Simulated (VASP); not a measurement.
# MgI2 (P-3m1) in VASP: notebook

The runs below take MgI2 through single point, with PBE.

Program: VASP 6.6.1. These are calculated values, not measurements. Logs are shortened: lines on timing, memory, paths and dates and some standing lists are left out, and cuts for length are marked.

**1. The cell of the first run**

It takes space group P-3m1 (No. 164, trigonal). Conventional cell: a = 4.207 Å, b = 4.207 Å, c = 7.812 Å, α = 90.00°, β = 90.00°, γ = 120.00°. Mg (site symmetry -3m) has 6 I at 2.90 Å within 3.8 Å. I (site symmetry 3m) has 3 Mg at 2.90 Å within 3.8 Å.

**2. Single point, PBE**

File INCAR:

```
PREC = Accurate ; ENCUT = 520
EDIFF = 1E-6 ; ISMEAR = 0
SIGMA = 0.05 ; LREAL = False
LASPH = True ; NELM = 100
ALGO = Normal ; ISIF = 2
LWAVE = False ; LCHARG = True
GGA = PE ; LELF = True
LVHAR = True ; NBANDS = 15
```

File KPOINTS:

```
regular mesh
0
Gamma
  6 6 4
```

File POSCAR:

```
MgI2
1.0
    4.2072027146      0.0000000000      0.0000000000
   -2.1036013573      3.6435444297      0.0000000000
    0.0000000000      0.0000000000      7.8117229395
Mg I
1 2
Direct
    0.0000000000      0.0000000000      0.0000000000
    0.3333333333      0.6666666667      0.7973879295
    0.6666666667      0.3333333333      0.2026120705
```

Potentials or basis: VASP PAW PBE potentials, release 64 (Mg, I).

Launch:

```sh
cat potpaw_PBE.64/Mg/POTCAR potpaw_PBE.64/I/POTCAR > POTCAR
mpirun -np 1 vasp_std > vasp.out
```

OUTCAR:

```text
PREC = Accurate
   ENCUT = 520
   EDIFF = 1E-6
   ISMEAR = 0
   LREAL = False
   LASPH = True
   NELM = 100
   ISIF = 2
   GGA = PE

 ion  position               nearest neighbor table
   1  0.000  0.000  0.000-   2 2.90   3 2.90   2 2.90   3 2.90   3 2.90   2 2.90
   2  0.333  0.667  0.797-   1 2.90   1 2.90   1 2.90
   3  0.667  0.333  0.203-   1 2.90   1 2.90   1 2.90

  LATTYP: Found a hexagonal cell.
 ALAT       =     4.2072027146
 C/A-ratio  =     1.8567498334

  Lattice vectors:

 A1 = (   4.2072027146,   0.0000000000,   0.0000000000)
 A2 = (  -2.1036013573,   3.6435444297,   0.0000000000)
 A3 = (   0.0000000000,   0.0000000000,   7.8117229395)

Analysis of symmetry for initial positions (statically):
[... 33 lines left out ...]
                                     Primitive cell

  volume of cell :     119.7469

  direct lattice vectors                    reciprocal lattice vectors
     4.207202715  0.000000000  0.000000000     0.237687620  0.137229011  0.000000000
    -2.103601357  3.643544430  0.000000000     0.000000000  0.274458023  0.000000000
     0.000000000  0.000000000  7.811722940     0.000000000  0.000000000  0.128012733

  length of vectors
     4.207202715  4.207202715  7.811722940     0.274458023  0.274458023  0.128012733

  position of ions in fractional coordinates (direct lattice)
     0.000000000  0.000000000  0.000000000
     0.333333333  0.666666667  0.797387929
     0.666666667  0.333333333  0.202612071

  ion indices of the primitive-cell ions
   primitive index   ion index
                 1           1
                 2           2
                 3           3

----------------------------------------------------------------------------------------

 KPOINTS: regular mesh

Automatic generation of k-mesh.
 Grid dimensions read from file:
 generate k-points for:    6    6    4

 Generating k-lattice:

  Cartesian coordinates                     Fractional coordinates (reciprocal lattice)
     0.039614603  0.022871502  0.000000000     0.166666667  0.000000000  0.000000000
     0.000000000  0.045743004  0.000000000     0.000000000  0.166666667  0.000000000
     0.000000000  0.000000000  0.032003183     0.000000000  0.000000000  0.250000000

  Length of vectors
     0.045743004  0.045743004  0.032003183

  Shift w.r.t. Gamma in fractional coordinates (k-lattice)
[... 9 lines left out ...]
  0.000000  0.000000  0.000000      1.000000
  0.166667  0.000000  0.000000      6.000000
  0.333333 -0.000000  0.000000      6.000000
  0.500000 -0.000000  0.000000      3.000000
  0.166667  0.166667  0.000000      6.000000
  0.333333  0.166667  0.000000     12.000000
[... 16 lines left out ...]
  0.333333  0.166667  0.500000     12.000000
[... 5 lines left out ...]
   dimension x,y,z NGXF=    64 NGYF=   64 NGZF=  120
   ions per type =               1   2
   NGX,Y,Z   is equivalent  to a cutoff of  12.64, 12.64, 12.77 a.u.
   NGXF,Y,Z  is equivalent  to a cutoff of  25.29, 25.29, 25.54 a.u.
 SYSTEM =  unknown system
   PREC   = accura    normal or accurate (medium, high low for compatibility)
   ISTART =      0    job   : 0-new  1-cont  2-samecut
   ICHARG =      2    charge: 1-file 2-atom 10-const
   ISPIN  =      1    spin polarized calculation?
   LNONCOLLINEAR =      F non collinear calculations
   LSORBIT =      F    spin-orbit coupling
   LASPH  =      T    aspherical Exc in radial PAW
   ENCUT  =  520.0 eV  38.22 Ry    6.18 a.u.   7.82  7.82 14.52*2*pi/ulx,y,z
   NELM   =    100;   NELMIN=  2; NELMDL= -5     # of ELM steps
   EDIFF  = 0.1E-05   stopping-criterion for ELM
   LREAL  =      F    real-space projection
   EDIFFG = 0.1E-04   stopping-criterion for IOM
   NSW    =      0    number of steps for IOM
   IBRION =     -1    ionic relax: 0-MD 1-quasi-New 2-CG
[... 14 lines left out ...]
     AMIX     =   0.40;   BMIX     =  1.00
     AMIX_MAG =   1.60;   BMIX_MAG =  1.00
  volume/ion in A,a.u.               =      39.92       269.36
  Fermi-wavevector in a.u.,A,eV,Ry     =   0.836938  1.581584  9.530412  0.700466
  Thomas-Fermi vector in A             =   1.950745
   LORBIT       =      0    0 simple, 1 ext, 2 COOP (PROOUT), +10 PAW based schemes
   GGA     = PE    functional components
[... 6 lines left out ...]
 Gauss-broadening in eV      SIGMA  =   0.05
  energy-cutoff  :      520.00
  volume of cell :      119.75
 maximum number of plane-waves:      3251
 NGX is ok and might be reduce to    32
   NGX = 15   NGY = 15   NGZ = 29

 number of electron      16.0000000 magnetization

 Free energy of the ion-electron system (eV)
  ---------------------------------------------------
  ext. energy  EPLUGINS =         0.00000000
  ---------------------------------------------------
  free energy    TOTEN  =        -7.70014730 eV

  energy without entropy =       -7.70014730  energy(sigma->0) =       -7.70014730

 E-fermi :   1.0415     XC(G=0):  -7.3716

 val. band max:        0.8309420142   @ k =   0.0000   0.0000   0.0000
 cond. band min:       4.5987961379   @ k =   0.5000  -0.0000   0.2500
 fundamental gap:      3.7678541237
 Fermi energy:         1.0414809179

 k-point     1 :       0.0000    0.0000    0.0000
  band No.  band energies     occupation
      1     -10.9821      2.00000
      2     -10.3119      2.00000
      3      -2.0667      2.00000
      4       0.4713      2.00000
      5       0.4713      2.00000
      6       0.7241      2.00000
      7       0.8309      2.00000
      8       0.8309      2.00000
      9       4.7675      0.00000
     10       5.7304      0.00000
     11       7.4903      0.00000
     12       7.4903      0.00000
     13       7.7437      0.00000
     14       8.9504      0.00000
     15       8.9504      0.00000

 k-point     2 :       0.1667    0.0000    0.0000
  band No.  band energies     occupation
      1     -10.8493      2.00000
      2     -10.2468      2.00000
      3      -1.9608      2.00000
      4      -0.5051      2.00000
      5       0.1051      2.00000
      6       0.1706      2.00000
      7       0.7746      2.00000
      8       0.7863      2.00000
      9       5.5528      0.00000
     10       6.2679      0.00000
     11       7.0622      0.00000
     12       7.9624      0.00000
     13       8.0944      0.00000
     14       8.8443      0.00000
     15       9.4252      0.00000

 k-point     3 :       0.3333   -0.0000    0.0000
  band No.  band energies     occupation
      1     -10.5340      2.00000
      2     -10.1340      2.00000
      3      -2.1705      2.00000
      4      -1.5750      2.00000
      5      -0.5604      2.00000
      6      -0.2530      2.00000
      7       0.5908      2.00000
      8       0.5916      2.00000
      9       5.0148      0.00000
     10       6.4717      0.00000
     11       7.2979      0.00000
     12       8.3937      0.00000
     13       8.3987      0.00000
     14       9.0864      0.00000
     15       9.7135      0.00000

 k-point     4 :       0.5000   -0.0000    0.0000
  band No.  band energies     occupation
      1     -10.3151      2.00000
      2     -10.1197      2.00000
      3      -2.6111      2.00000
      4      -1.8913      2.00000
      5      -0.4258      2.00000
      6      -0.4037      2.00000
      7       0.3353      2.00000
      8       0.4848      2.00000
      9       4.6090      0.00000
     10       6.4381      0.00000
     11       6.8618      0.00000
     12       8.3603      0.00000
     13       8.7218      0.00000
     14       9.7092      0.00000
     15       9.7534      0.00000

 k-point     5 :       0.1667    0.1667    0.0000
  band No.  band energies     occupation
      1     -10.6233      2.00000
      2     -10.1567      2.00000
      3      -1.9616      2.00000
      4      -1.1920      2.00000
      5      -0.8491      2.00000
      6       0.0812      2.00000
      7       0.2583      2.00000
      8       0.7355      2.00000
      9       5.7714      0.00000
     10       6.9962      0.00000
     11       7.3652      0.00000
     12       7.8493      0.00000
     13       8.2407      0.00000
     14       8.2576      0.00000
     15       9.4443      0.00000

 k-point     6 :       0.3333    0.1667    0.0000
  band No.  band energies     occupation
      1     -10.3304      2.00000
      2     -10.1061      2.00000
      3      -2.3851      2.00000
      4      -1.7028      2.00000
      5      -0.9855      2.00000
      6      -0.4281      2.00000
      7       0.0844      2.00000
      8       0.4971      2.00000
      9       5.3237      0.00000
     10       7.2232      0.00000
     11       7.4487      0.00000
     12       8.0035      0.00000
     13       8.7969      0.00000
     14       9.1279      0.00000
     15       9.4377      0.00000

 k-point     7 :       0.3333    0.3333    0.0000
  band No.  band energies     occupation
      1     -10.1583      2.00000
      2     -10.1583      2.00000
      3      -2.3130      2.00000
      4      -1.5272      2.00000
      5      -1.5272      2.00000
      6      -0.8845      2.00000
      7       0.2278      2.00000
      8       0.2278      2.00000
      9       5.4570      0.00000
     10       8.2833      0.00000
     11       8.2833      0.00000
[... 226 lines left out ...]
      4      -1.6063      2.00000
      5      -0.3607      2.00000
      6      -0.2333      2.00000
      7       0.4456      2.00000
      8       0.5612      2.00000
      9       4.9965      0.00000
     10       6.4152      0.00000
     11       7.1639      0.00000
     12       8.0093      0.00000
     13       8.5680      0.00000
     14       9.7010      0.00000
     15      10.2303      0.00000

 k-point    21 :       0.5000   -0.0000    0.5000
  band No.  band energies     occupation
      1     -10.3085      2.00000
      2     -10.1261      2.00000
      3      -2.6314      2.00000
      4      -1.9584      2.00000
      5      -0.4050      2.00000
      6      -0.2273      2.00000
      7       0.3423      2.00000
      8       0.4514      2.00000
      9       4.6043      0.00000
     10       6.4662      0.00000
     11       6.7693      0.00000
     12       7.4267      0.00000
     13       8.6173      0.00000
     14      10.0908      0.00000
     15      10.9538      0.00000

 k-point    22 :       0.1667    0.1667    0.5000
  band No.  band energies     occupation
      1     -10.6103      2.00000
      2     -10.1729      2.00000
      3      -1.9325      2.00000
      4      -1.2547      2.00000
      5      -0.7142      2.00000
      6       0.1614      2.00000
      7       0.2074      2.00000
      8       0.5691      2.00000
      9       5.7414      0.00000
     10       6.7835      0.00000
     11       7.4745      0.00000
     12       8.0136      0.00000
     13       8.1962      0.00000
     14       8.5568      0.00000
     15       9.5776      0.00000

 k-point    23 :       0.3333    0.1667    0.5000
  band No.  band energies     occupation
      1     -10.3234      2.00000
      2     -10.1134      2.00000
      3      -2.3962      2.00000
      4      -1.7647      2.00000
      5      -0.9892      2.00000
      6      -0.3932      2.00000
      7       0.1976      2.00000
      8       0.5155      2.00000
      9       5.3797      0.00000
     10       6.8717      0.00000
     11       7.5111      0.00000
     12       7.8118      0.00000
     13       8.1347      0.00000
     14       9.5127      0.00000
     15       9.8786      0.00000

 k-point    24 :       0.3333    0.3333    0.5000
  band No.  band energies     occupation
      1     -10.1579      2.00000
      2     -10.1579      2.00000
      3      -2.2886      2.00000
      4      -1.5965      2.00000
      5      -1.5965      2.00000
      6      -0.9386      2.00000
      7       0.3777      2.00000
      8       0.3777      2.00000
      9       5.7854      0.00000
     10       7.3108      0.00000
     11       7.3108      0.00000
     12       8.7212      0.00000
     13       8.9930      0.00000
     14       9.3102      0.00000
     15       9.4484      0.00000

------------------------ aborting loop because EDIFF is reached ----------------------------------------

  FORCE on cell =-STRESS in cart. coord.  units (eV):
  Direction    XX          YY          ZZ          XY          YZ          ZX
  --------------------------------------------------------------------------------------
  -------------------------------------------------------------------------------------
  Total        0.6774063      0.6774063      1.4145528     -0.0000000      0.0000000      0.0000000
  in kB        9.0634900      9.0634900     18.9262861     -0.0000000      0.0000000      0.0000000
  external PRESSURE =      12.3510887 kB  Pullay stress =       0.0000000 kB

 VOLUME and BASIS-vectors are now :
 -----------------------------------------------------------------------------
  energy-cutoff  :      520.00
  volume of cell :      119.75
      direct lattice vectors                 reciprocal lattice vectors
     4.207202715  0.000000000  0.000000000     0.237687620  0.137229011  0.000000000
    -2.103601357  3.643544430  0.000000000     0.000000000  0.274458023  0.000000000
     0.000000000  0.000000000  7.811722940     0.000000000  0.000000000  0.128012733

 POSITION                                       TOTAL-FORCE (eV/Angst)
 -----------------------------------------------------------------------------------
      0.00000      0.00000      0.00000         0.000000      0.000000      0.000000
     -0.00000      2.42903      6.22897         0.000000     -0.000000     -0.451390
      2.10360      1.21451      1.58275        -0.000000      0.000000      0.451390
 -----------------------------------------------------------------------------------
    total drift:                               -0.000000      0.000000      0.000000

  FREE ENERGIE OF THE ION-ELECTRON SYSTEM (eV)
  ---------------------------------------------------
  free  energy   TOTEN  =        -7.7001472955 eV

  energy  without entropy=       -7.7001472954  energy(sigma->0) =       -7.70014730
```

It took 37 s on 1 thread of Intel Xeon Platinum 8259CL at 2.50GHz (Skylake/Cascade Lake), shared host; peak memory 0.24 GiB.

Results:

```
Free energy            : -7.7001 eV
Pressure               : 1.2 GPa
Largest force          : 0.451 eV/Å
Band gap on the k mesh : 3.77 eV, indirect (least direct gap 3.94 eV)
```

Forces on the atoms (eV/Å):
```
Mg   0.000  0.000  0.000
I    0.000  0.000 -0.451
I    0.000  0.000  0.451
```

Levels at points of the mesh, in eV from the valence-band top:
| k point | band 4 | band 5 | band 6 | band 7 | band 8 | band 9 | band 10 | band 11 | band 12 | band 13 |
| --- | --- | --- | --- | --- | --- | --- | --- | --- | --- | --- |
| (0.00, 0.00, 0.00) | -0.36 | -0.36 | -0.11 | 0.00 | 0.00 | 3.94 | 4.90 | 6.66 | 6.66 | 6.91 |
| (0.50, 0.00, 0.00) | -2.72 | -1.26 | -1.23 | -0.50 | -0.35 | 3.78 | 5.61 | 6.03 | 7.53 | 7.89 |
| (0.00, 0.00, 0.50) | -0.60 | -0.35 | -0.35 | -0.01 | -0.01 | 4.49 | 4.91 | 6.62 | 6.62 | 7.02 |
| (0.50, 0.00, 0.50) | -2.79 | -1.24 | -1.06 | -0.49 | -0.38 | 3.77 | 5.64 | 5.94 | 6.60 | 7.79 |

Caveat: spin-orbit coupling is left out, which moves the levels of the heavy elements; this functional lacks dispersion, which binds the layers, so the pressure and a relaxed spacing across them are unreliable. A k mesh can miss the band edges.

**3. Single point, PBE**

File INCAR:

```
  PREC = Accurate
  ENCUT = 520
  EDIFF = 1E-6
  ISMEAR = 0
  SIGMA = 0.05
  LREAL = F
  LASPH = T
  NELM = 60
  ALGO = Normal
  ISIF = 2
  LWAVE = F
  LCHARG = F
  GGA = PE
  NBANDS = 15
```

File KPOINTS:

```
Automatic mesh
0
Gamma
  6 6 4
```

File POSCAR:

```
MgI2
1.0
    4.2072027146      0.0000000000      0.0000000000
   -2.1036013573      3.6435444297      0.0000000000
    0.0000000000      0.0000000000      7.8117229395
Mg I
1 2
Direct
    0.0000000000      0.0000000000      0.0000000000
    0.3333333333      0.6666666667      0.7743456377
    0.6666666667      0.3333333333      0.2256543623
```

Potentials or basis: VASP PAW PBE potentials, release 64 (Mg, I).

Launch:

```sh
cat potpaw_PBE.64/Mg/POTCAR potpaw_PBE.64/I/POTCAR > POTCAR
mpirun -np 1 vasp_std > vasp.out
```

Run time: 37 s. Hardware: 1 thread of Intel Xeon Platinum 8259CL at 2.50GHz (Skylake/Cascade Lake), shared host; peak memory 0.25 GiB.

It converged, with:

- Free energy: -7.7003 eV
- Pressure: -1.1 GPa
- Largest force: 0.409 eV/Å
- Band gap on the k mesh: 3.40 eV, indirect (least direct gap 3.44 eV)

Forces on the atoms (eV/Å):
```
Mg   0.000  0.000  0.000
I    0.000  0.000  0.409
I    0.000  0.000 -0.409
```

Stress tensor (GPa, compression positive):
```
-0.75  0.00  0.00
 0.00 -0.75  0.00
 0.00  0.00 -1.87
```

Levels at points of the mesh, in eV from the valence-band top:
| k point | band 4 | band 5 | band 6 | band 7 | band 8 | band 9 | band 10 | band 11 | band 12 | band 13 |
| --- | --- | --- | --- | --- | --- | --- | --- | --- | --- | --- |
| (0.00, 0.00, 0.00) | -0.44 | -0.23 | -0.23 | 0.00 | 0.00 | 3.44 | 4.90 | 6.72 | 6.72 | 6.94 |
| (0.50, 0.00, 0.00) | -2.63 | -1.51 | -1.05 | -0.77 | -0.42 | 3.51 | 5.27 | 5.58 | 7.01 | 7.02 |
| (0.00, 0.00, 0.50) | -1.10 | -0.21 | -0.21 | -0.03 | -0.03 | 4.20 | 4.86 | 6.66 | 6.66 | 7.35 |
| (0.50, 0.00, 0.50) | -2.75 | -1.24 | -1.01 | -0.76 | -0.49 | 3.40 | 5.20 | 5.62 | 6.07 | 7.31 |

Caveat: spin-orbit coupling is left out, which moves the levels of the heavy elements; this functional lacks dispersion, which binds the layers, so the pressure and a relaxed spacing across them are unreliable. A k mesh can miss the band edges.

(Part 1 of 2 ends here.)
